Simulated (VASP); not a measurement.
Wanted: the native input for a VASP 6.6.1 run.

| Property | Result |
| --- | --- |
| Task | single point |
| Functional | PBE |
| Potentials or basis | VASP PAW PBE potentials, release 64 (Ca_sv, Se) |
| Cutoff | 520 eV |
| k mesh | 8 × 8 × 8 |
| Occupations | fermi-dirac, width 0.02 eV |
| Spin | no spin polarisation |
| Dipole correction | no |
| Further INCAR settings | ALGO = Normal; EDIFF = 1e-06; NBANDS = 15 |

The structure of CaSe lies in POSCAR:

```
CaSe
1.0
    3.8496007076      0.0000000000      0.0000000000
    0.0000000000      3.8496007076      0.0000000000
    0.0000000000      0.0000000000      3.6517371103
Ca Se
1 1
Direct
    0.0000000000      0.0000000000      0.0000000000
    0.5000000000      0.5000000000      0.5000000000
```

This cell differs from its parent crystal: epitaxial xy strain +5.9%.

One way to write it, as run:

INCAR

```
SYSTEM = CaSe
PREC = Accurate ; ENCUT = 520
EDIFF = 1E-6 ; ISMEAR = -1
SIGMA = 0.02 ; LREAL = .False.
LASPH = .True. ; NELM = 80
ALGO = Normal ; ISIF = 2
LWAVE = .False. ; LCHARG = .False.
GGA = PE ; NBANDS = 15
```

KPOINTS

```
Automatic mesh
0
Gamma
  8 8 8
  0 0 0
```

Potentials or basis: VASP PAW PBE potentials, release 64 (Ca_sv, Se).

Run with:

```sh
$ cat potpaw_PBE.64/Ca_sv/POTCAR potpaw_PBE.64/Se/POTCAR > POTCAR
$ mpirun -np 1 vasp_std > vasp.out
```

It gave:

```yaml
Pressure: -4.2 GPa
Band_gap_on_the_k_mesh: 0.40 eV
```

Caveat: the cell differs from its parent crystal (epitaxial xy strain +5.9%); the cell stands under tension.

It took 21 s on 1 thread of Intel(R) Xeon(R) 6975P-C (Granite Rapids) (shared host), peak memory 0.2 GiB.
